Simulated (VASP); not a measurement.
# Os (P6_3/mmc) in VASP: settings compared

The runs below take Os through single point, relaxation of cell and atoms, with r2SCAN, RPBE+D4, HF.

Everything below comes from runs of VASP 6.6.1. Logs are shortened: lines on timing, memory, paths and dates and some standing lists are left out, and cuts for length are marked.

## Step 1: The cell of the first run

It takes space group P6_3/mmc (No. 194, hexagonal). Conventional cell: a = 2.788 Å, b = 2.788 Å, c = 4.404 Å, α = 90.00°, β = 90.00°, γ = 120.00°. Within 3.6 Å of Os (site symmetry -6m2) lie 12 Os at 2.73 to 2.79 Å.

## Step 2: Single point, r2SCAN

Contents of POSCAR:

```
Os
1.0
    2.7877234178      0.0000000000      0.0000000000
   -1.3938617089      2.4142392985      0.0000000000
    0.0000000000      0.0000000000      4.4044215090
Os
2
Direct
    0.6666666667      0.3333333333      0.7500000000
    0.3333333333      0.6666666667      0.2500000000
```

Contents of INCAR.step1:

```
SYSTEM = Os
ALGO     = Normal         ! electronic algorithm
EDIFF    = 1E-4           ! SCF threshold, eV
ENCUT    = 520            ! plane-wave cutoff, eV
GGA      = PE             ! functional
ISMEAR   = -1             ! smearing method
LASPH    = .TRUE.         ! aspherical terms in the spheres
LCHARG   = .FALSE.        ! write CHGCAR
LREAL    = .FALSE.        ! projectors in reciprocal space
LWAVE    = .TRUE.         ! write WAVECAR
NBANDS   = 15             ! bands
NELM     = 100            ! most SCF steps
PREC     = Accurate       ! precision mode
SIGMA    = 0.05           ! smearing width, eV
```

Contents of INCAR.step2:

```
SYSTEM = Os
ALGO     = Normal         ! electronic algorithm
EDIFF    = 1E-6           ! SCF threshold, eV
ENCUT    = 520            ! plane-wave cutoff, eV
ISIF     = 2              ! what is computed and relaxed
ISMEAR   = -1             ! smearing method
ISTART   = 1            
LASPH    = .TRUE.         ! aspherical terms in the spheres
LCHARG   = .FALSE.        ! write CHGCAR
LMIXTAU  = .TRUE.       
LREAL    = .FALSE.        ! projectors in reciprocal space
LWAVE    = .FALSE.        ! write WAVECAR
METAGGA  = R2SCAN         ! meta-GGA
NBANDS   = 15             ! bands
NELM     = 100            ! most SCF steps
PREC     = Accurate       ! precision mode
SIGMA    = 0.05           ! smearing width, eV
```

Contents of KPOINTS:

```
k-points
0
G
  11 11 6
  0 0 0
```

Potentials or basis: VASP PAW PBE potentials, release 64 (Os).

Command:

```sh
$ cat potpaw_PBE.64/Os/POTCAR > POTCAR
$ cp INCAR.step1 INCAR
$ mpirun -np 1 vasp_std > vasp.out
$ cp INCAR.step2 INCAR
$ mpirun -np 1 vasp_std > vasp.out
```

OUTCAR:

```text
SYSTEM = Os
   EDIFF = 1E-6
   ENCUT = 520
   ISIF = 2
   ISMEAR = -1
   ISTART = 1
   LASPH = .TRUE.
   LREAL = .FALSE.
   METAGGA = R2SCAN
   NELM = 100
   PREC = Accurate

 ion  position               nearest neighbor table
   1  0.667  0.333  0.750-   2 2.73   2 2.73   2 2.73   2 2.73   2 2.73   2 2.73
   2  0.333  0.667  0.250-   1 2.73   1 2.73   1 2.73   1 2.73   1 2.73   1 2.73

  LATTYP: Found a hexagonal cell.
 ALAT       =     2.7877234178
 C/A-ratio  =     1.5799348963

  Lattice vectors:

 A1 = (   2.7877234178,   0.0000000000,   0.0000000000)
 A2 = (  -1.3938617089,   2.4142392985,   0.0000000000)
 A3 = (   0.0000000000,   0.0000000000,   4.4044215090)

Analysis of symmetry for initial positions (statically):
=====================================================================
 Subroutine PRICEL returns:
 Original cell was already a primitive cell.

 Routine SETGRP: Setting up the symmetry group for a
 hexagonal supercell.

 Subroutine GETGRP returns: Found 24 space group operations
 (whereof 12 operations were pure point group operations)
 out of a pool of 24 trial point group operations.

The static configuration has the point symmetry D_3d.
 The point group associated with its full space group is D_6h.

Analysis of symmetry for dynamics (positions and initial velocities):
=====================================================================
 Subroutine PRICEL returns:
 Original cell was already a primitive cell.

 Routine SETGRP: Setting up the symmetry group for a
 hexagonal supercell.

 Subroutine GETGRP returns: Found 24 space group operations
 (whereof 12 operations were pure point group operations)
 out of a pool of 24 trial point group operations.

The dynamic configuration has the point symmetry D_3d.
 The point group associated with its full space group is D_6h.

 Subroutine INISYM returns: Found 24 space group operations
 (whereof 12 operations are pure point group operations),
 and found     1 'primitive' translations

----------------------------------------------------------------------------------------

                                     Primitive cell

  volume of cell :      29.6428

  direct lattice vectors                    reciprocal lattice vectors
     2.787723418  0.000000000  0.000000000     0.358715644  0.207104573  0.000000000
    -1.393861709  2.414239299  0.000000000     0.000000000  0.414209147  0.000000000
     0.000000000  0.000000000  4.404421509     0.000000000  0.000000000  0.227044573

  length of vectors
     2.787723418  2.787723418  4.404421509     0.414209147  0.414209147  0.227044573

  position of ions in fractional coordinates (direct lattice)
     0.666666667  0.333333333  0.750000000
     0.333333333  0.666666667  0.250000000

  ion indices of the primitive-cell ions
   primitive index   ion index
                 1           1
                 2           2

----------------------------------------------------------------------------------------

 KPOINTS: k-points

Automatic generation of k-mesh.
 Grid dimensions read from file:
 generate k-points for:   11   11    6

 Generating k-lattice:

  Cartesian coordinates                     Fractional coordinates (reciprocal lattice)
     0.032610513  0.018827688  0.000000000     0.090909091  0.000000000  0.000000000
     0.000000000  0.037655377  0.000000000     0.000000000  0.090909091  0.000000000
     0.000000000  0.000000000  0.037840762     0.000000000  0.000000000  0.166666667

  Length of vectors
     0.037655377  0.037655377  0.037840762

  Shift w.r.t. Gamma in fractional coordinates (k-lattice)
     0.000000000  0.000000000  0.000000000

 Subroutine IBZKPT returns following result:
 ===========================================

 Found     64 irreducible k-points:

 Following reciprocal coordinates:
            Coordinates               Weight
  0.000000  0.000000  0.000000      1.000000
  0.090909 -0.000000  0.000000      6.000000
  0.181818 -0.000000  0.000000      6.000000
  0.272727 -0.000000  0.000000      6.000000
  0.363636 -0.000000  0.000000      6.000000
  0.454545  0.000000  0.000000      6.000000
[... 16 lines left out ...]
  0.090909  0.090909  0.166667     12.000000
  0.181818  0.090909  0.166667     24.000000
 [... further k-points ...]
   k-points           NKPTS =     64   k-points in BZ     NKDIM =     64   number of bands    NBANDS=     15
   number of dos      NEDOS =    301   number of ions     NIONS =      2
   total plane-waves  NPLWV =  20736
   dimension x,y,z NGX =    24 NGY =   24 NGZ =   36
   dimension x,y,z NGXF=    48 NGYF=   48 NGZF=   72
   ions per type =               2
   NGX,Y,Z   is equivalent  to a cutoff of  14.31, 14.31, 13.59 a.u.
   NGXF,Y,Z  is equivalent  to a cutoff of  28.62, 28.62, 27.18 a.u.
 SYSTEM =  Os
   PREC   = accura    normal or accurate (medium, high low for compatibility)
   ISTART =      1    job   : 0-new  1-cont  2-samecut
   ICHARG =      0    charge: 1-file 2-atom 10-const
   ISPIN  =      1    spin polarized calculation?
   LNONCOLLINEAR =      F non collinear calculations
   LSORBIT =      F    spin-orbit coupling
   LASPH  =      T    aspherical Exc in radial PAW
   ENCUT  =  520.0 eV  38.22 Ry    6.18 a.u.   5.18  5.18  8.19*2*pi/ulx,y,z
   NELM   =    100;   NELMIN=  2; NELMDL=  0     # of ELM steps
   EDIFF  = 0.1E-05   stopping-criterion for ELM
   LREAL  =      F    real-space projection
   EDIFFG = 0.1E-04   stopping-criterion for IOM
   NSW    =      0    number of steps for IOM
   IBRION =     -1    ionic relax: 0-MD 1-quasi-New 2-CG
   NFREE  =      0    steps in history (QN), initial steepest desc. (CG)
   ISIF   =      2    stress and relaxation
   ISYM   =      2    0-nonsym 1-usesym 2-fastsym
   POTIM  = 0.5000    time-step for ionic-motion
   TEBEG  =    0.0;   TEEND  =   0.0 temperature during run
   PSTRESS=    0.0 pullay stress
   NELECT =      16.0000    total number of electrons
   NUPDOWN=      -1.0000    fix difference up-down
   EMIN   =  10.00;   EMAX   =-10.00  energy-range for DOS
   EFERMI =   0.00;   METHOD = LEGACY
   ISMEAR =    -1;   SIGMA  =   0.05  broadening in eV -4-tet -1-fermi 0-gaus
   EFERMI_NEDOS =   21; number of points for ismear=-14 and -15
   IALGO  =     38    algorithm
   IMIX   =      4    mixing-type and parameters
     AMIX     =   0.40;   BMIX     =  1.00
     AMIX_MAG =   1.60;   BMIX_MAG =  1.00
  volume/ion in A,a.u.               =      14.82       100.02
  Fermi-wavevector in a.u.,A,eV,Ry     =   1.332934  2.518879 24.173636  1.776712
  Thomas-Fermi vector in A             =   2.461831
   LORBIT       =      0    0 simple, 1 ext, 2 COOP (PROOUT), +10 PAW based schemes
   METAGGA = R2SCAN    functional components
   LHFCALC =     F    Hartree Fock is set to
   AEXX    =    0.0000 exact exchange contribution
   IVDW    =     0    specifies the selected vdW correction
   LEPSILON=     F    determine dielectric tensor
   LRPA    =     F    only Hartree local field effects (RPA)
 non-spin polarized calculation
  energy-cutoff  :      520.00
  volume of cell :       29.64
 maximum number of plane-waves:       813
 NGX is ok and might be reduce to    24
   NGX = 11   NGY = 11   NGZ = 17

 number of electron      15.9999998 magnetization

 Free energy of the ion-electron system (eV)
  ---------------------------------------------------
  ext. energy  EPLUGINS =         0.00000000
  ---------------------------------------------------
  free energy    TOTEN  =      -105.89436342 eV

  energy without entropy =     -105.88060461  energy(sigma->0) =     -105.88748401

 E-fermi :   8.3540     XC(G=0): -15.0092

 val. band max:        8.3255866924   @ k =   0.3636  -0.0000   0.3333
 cond. band min:       8.4076264454   @ k =   0.3636   0.0909   0.3333
 fundamental gap:      0.0820397530
 Fermi energy:         8.3539663398

 k-point     1 :       0.0000    0.0000    0.0000
  band No.  band energies     occupation
      1      -2.4932      2.00000
      2       0.8251      2.00000
      3       5.5006      2.00000
      4       5.5006      2.00000
      5       5.7337      2.00000
      6       6.2870      2.00000
      7       6.2870      2.00000
      8       6.8887      2.00000
      9       6.8887      2.00000
     10       8.4197      0.42339
     11      10.0043      0.00000
     12      10.0043      0.00000
     13      17.2642      0.00000
     14      23.2131      0.00000
     15      25.9072      0.00000

 k-point     2 :       0.0909   -0.0000    0.0000
  band No.  band energies     occupation
      1      -2.1669      2.00000
      2       1.1097      2.00000
      3       4.9652      2.00000
      4       5.7828      2.00000
      5       6.0692      2.00000
      6       6.2308      2.00000
      7       6.4393      2.00000
      8       6.5488      2.00000
      9       6.6740      2.00000
     10       7.3758      2.00000
     11      10.1454      0.00000
     12      11.5982      0.00000
     13      17.2241      0.00000
     14      23.8335      0.00000
     15      26.3114      0.00000

 k-point     3 :       0.1818   -0.0000    0.0000
  band No.  band energies     occupation
      1      -1.2595      2.00000
      2       1.7840      2.00000
      3       4.3366      2.00000
      4       5.0228      2.00000
      5       5.6655      2.00000
      6       6.1857      2.00000
      7       6.5983      2.00000
      8       6.7985      2.00000
      9       6.9423      2.00000
     10       7.2987      2.00000
     11      10.4333      0.00000
     12      13.9363      0.00000
     13      17.0512      0.00000
     14      24.4092      0.00000
     15      26.5090      0.00000

 k-point     4 :       0.2727   -0.0000    0.0000
  band No.  band energies     occupation
      1      -0.0276      2.00000
      2       2.1177      2.00000
      3       3.6897      2.00000
      4       4.2538      2.00000
      5       5.5201      2.00000
      6       5.6617      2.00000
      7       6.3946      2.00000
      8       7.8347      1.99994
      9       8.0209      1.99744
     10       8.4179      0.43533
     11      10.6898      0.00000
     12      16.3242      0.00000
     13      16.7889      0.00000
     14      21.5333      0.00000
     15      24.5965      0.00000
[... 307 lines left out ...]
 k-point    22 :       0.4545    0.0000    0.1667
  band No.  band energies     occupation
      1       1.0586      2.00000
      2       1.6243      2.00000
      3       2.9772      2.00000
      4       4.0307      2.00000
      5       5.2886      2.00000
      6       6.4354      2.00000
      7       7.4188      2.00000
      8       9.9854      0.00000
      9      10.3607      0.00000
     10      10.7948      0.00000
     11      11.4556      0.00000
     12      14.3198      0.00000
     13      17.1521      0.00000
     14      19.3414      0.00000
     15      21.4976      0.00000

 k-point    23 :       0.0909    0.0909    0.1667
  band No.  band energies     occupation
      1      -1.2405      2.00000
      2       1.6799      2.00000
      3       4.4803      2.00000
      4       4.8098      2.00000
      5       5.5891      2.00000
      6       5.9252      2.00000
      7       6.3497      2.00000
      8       6.7087      2.00000
      9       7.3669      2.00000
     10       7.4495      2.00000
     11      10.2457      0.00000
     12      12.2491      0.00000
     13      18.8076      0.00000
     14      24.2776      0.00000
     15      26.3557      0.00000

 k-point    24 :       0.1818    0.0909    0.1667
  band No.  band energies     occupation
      1      -0.2025      2.00000
      2       2.4021      2.00000
      3       3.7955      2.00000
      4       4.0278      2.00000
      5       5.2426      2.00000
      6       5.8279      2.00000
      7       6.3581      2.00000
      8       7.3088      2.00000
      9       7.8857      1.99983
     10       8.2390      1.81750
     11      10.3916      0.00000
     12      13.7399      0.00000
     13      18.8722      0.00000
     14      23.4823      0.00000
     15      24.7330      0.00000

 [... further k-points ...]

------------------------ aborting loop because EDIFF is reached ----------------------------------------

  FORCE on cell =-STRESS in cart. coord.  units (eV):
  Direction    XX          YY          ZZ          XY          YZ          ZX
  --------------------------------------------------------------------------------------
  -------------------------------------------------------------------------------------
  Total       -3.6506373     -3.6506373     -4.0429492      0.0000000     -0.0000000      0.0000000
  in kB     -197.3151337   -197.3151337   -218.5193974      0.0000000     -0.0000000      0.0000000
  external PRESSURE =    -204.3832216 kB  Pullay stress =       0.0000000 kB

 VOLUME and BASIS-vectors are now :
 -----------------------------------------------------------------------------
  energy-cutoff  :      520.00
  volume of cell :       29.64
      direct lattice vectors                 reciprocal lattice vectors
     2.787723418  0.000000000  0.000000000     0.358715644  0.207104573  0.000000000
    -1.393861709  2.414239299  0.000000000     0.000000000  0.414209147  0.000000000
     0.000000000  0.000000000  4.404421509     0.000000000  0.000000000  0.227044573

 POSITION                                       TOTAL-FORCE (eV/Angst)
 -----------------------------------------------------------------------------------
      1.39386      0.80475      3.30332         0.000000      0.000000      0.000000
     -0.00000      1.60949      1.10111        -0.000000     -0.000000      0.000000
 -----------------------------------------------------------------------------------
    total drift:                               -0.000000      0.000000     -0.000000

  FREE ENERGIE OF THE ION-ELECTRON SYSTEM (eV)
  ---------------------------------------------------
  free  energy   TOTEN  =      -105.8943634235 eV

  energy  without entropy=     -105.8806046063  energy(sigma->0) =     -105.88748401
```

It took 52 s on 1 thread of Intel Xeon Platinum 8488C (Sapphire Rapids), shared host; peak memory 0.17 GiB.

What came out:

* Free energy: -105.8944 eV
* Pressure: -20.4 GPa
* Band gap on the k mesh: zero (bands 8 and 9 overlap by 3.70 eV)

Stress tensor (GPa, compression positive):
```
-19.73   0.00   0.00
  0.00 -19.73   0.00
  0.00   0.00 -21.85
```

Caveat: the cell stands under tension; the PAW data sets were made with another functional, which shifts forces and pressure a little; spin-orbit coupling is left out, which moves the levels of the heavy elements.

## Step 3: Relaxation of cell and atoms, RPBE+D4

This run uses another cell than the first one, of 13.98 Å³/atom.

Contents of INCAR:

```
SYSTEM = Os
PREC = Accurate
ENCUT = 600
EDIFF = 1E-7
ISMEAR = -1
SIGMA = 0.05
LREAL = .False.
LASPH = .True.
NELM = 80
ALGO = Normal
ISIF = 3
LWAVE = .False.
LCHARG = .False.
GGA = RP
IVDW = 13
IBRION = 2
NSW = 60
EDIFFG = -0.01
```

Contents of KPOINTS:

```
regular mesh
0
Gamma
  11 11 6
  0 0 0
```

Contents of POSCAR:

```
Os
1.0
    2.7341000000      0.0000000000      0.0000000000
   -1.3670500000      2.3678000565      0.0000000000
    0.0000000000      0.0000000000      4.3197000000
Os
2
Direct
    0.6666666667      0.3333333333      0.7500000000
    0.3333333333      0.6666666667      0.2500000000
```

Potentials or basis: VASP PAW PBE potentials, release 64 (Os).

Command:

```sh
$ cat potpaw_PBE.64/Os/POTCAR > POTCAR
$ mpirun -np 1 vasp_std > vasp.out
```

Run time: 45 s. Hardware: 1 thread of Intel Xeon Platinum 8488C (Sapphire Rapids), shared host; peak memory 0.17 GiB.

It converged, with:

| Property | Result |
| --- | --- |
| Free energy | -23.6451 eV |
| Relaxed volume | 13.95 Å³/atom |
| Relaxed cell | a = 2.732 Å, b = 2.732 Å, c = 4.319 Å, α = 90.00°, β = 90.00°, γ = 120.00° |
| Space group after relaxing (to 0.1 Å) | P6_3/mmc (No. 194) |
| Energy gained by relaxing | 0.1 meV/atom |
| Ionic steps | 6 |
| Pressure after relaxing | 0.0 GPa |
| Band gap on the k mesh | zero (bands 8 and 9 overlap by 3.90 eV) |
| Dispersion energy per atom | -1.243 eV |

Step by step:
| step | energy change (eV) | largest force (eV/Å) | pressure (GPa) | volume (Å³) |
| --- | --- | --- | --- | --- |
| 1 | 0.0000 | 0.0000 | -0.86 | 27.96 |
| 2 | 0.0028 | 0.0000 | 3.91 | 27.66 |
| 3 | -0.0002 | 0.0000 | 0.06 | 27.90 |
| 4 | -0.0002 | 0.0000 | 0.03 | 27.91 |
| 5 | -0.0002 | 0.0000 | -0.03 | 27.91 |
| 6 | -0.0002 | 0.0000 | 0.00 | 27.91 |

Final structure:
```
CELL_PARAMETERS angstrom
2.73160 0.00000 0.00000
-1.36580 2.36563 0.00000
0.00000 0.00000 4.31878
ATOMIC_POSITIONS crystal
Os 0.66667 0.33333 0.75000
Os 0.33333 0.66667 0.25000
```

Levels at points of the mesh, in eV from the Fermi level:
| k point | band 4 | band 5 | band 6 | band 7 | band 8 | band 9 | band 10 | band 11 | band 12 |
| --- | --- | --- | --- | --- | --- | --- | --- | --- | --- |
| (0.00, 0.00, 0.00) | -3.01 | -2.77 | -2.17 | -2.17 | -1.52 | -1.52 | 0.05 | 1.74 | 1.74 |
| (0.00, 0.00, 0.50) | -3.54 | -3.21 | -3.21 | -3.21 | -3.21 | 0.94 | 0.94 | 0.94 | 0.94 |

Caveat: the dispersion term is far too large for a dense solid, which distorts pressure and volume; the PAW data sets were made with another functional, which shifts forces and pressure a little; spin-orbit coupling is left out, which moves the levels of the heavy elements.

(Part 1 of 2 ends here.)

The gap in the log of VASP goes by the Fermi energy; the results here count the filled bands.